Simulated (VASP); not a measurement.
Set up this calculation in VASP 6.6.1, as the native input.

```yaml
Task: single point
Functional: PBEsol
Potentials_or_basis: VASP PAW PBE potentials, release 64 (Mg, O)
Cutoff: 600 eV
k_mesh: 8 × 8 × 8
Occupations: gaussian, width 0.1 eV
Spin: no spin polarisation
Dipole_correction: no
Further_INCAR_settings: ALGO = Normal; EDIFF = 1e-06; NBANDS = 11
```

The structure of MgO (Periclase) lies in POSCAR:

```
MgO
1.0
    0.0000000000      2.0272248138      2.0272248138
    2.0272248138      0.0000000000      2.0272248138
    2.0272248138      2.0272248138      0.0000000000
Mg O
1 1
Direct
    0.0000000000      0.0000000000      0.0000000000
    0.5000000000      0.5000000000      0.5000000000
```

One way to write it, as run:

INCAR

```
PREC = Accurate
ENCUT = 600
EDIFF = 1E-6
ISMEAR = 0
SIGMA = 0.1
LREAL = F
LASPH = T
NELM = 120
ALGO = Normal
ISIF = 2
LWAVE = F
LCHARG = F
GGA = PS
NBANDS = 11
GGA_COMPAT = F
```

KPOINTS

```
regular mesh
0
Gamma
  8 8 8
```

Potentials or basis: VASP PAW PBE potentials, release 64 (Mg, O).

Run with:

```sh
$ cat potpaw_PBE.64/Mg/POTCAR potpaw_PBE.64/O/POTCAR > POTCAR
$ mpirun -np 1 vasp_std > vasp.out
```

It gave:

```
Pressure               : 22.7 GPa
Band gap on the k mesh : 5.82 eV, direct
```

Caveat: the PAW data sets were made with another functional, which shifts forces and pressure a little.

Run time: 5.3 s on 1 thread of Intel Xeon 6455B, with other jobs on the host, peak memory 0.14 GiB.
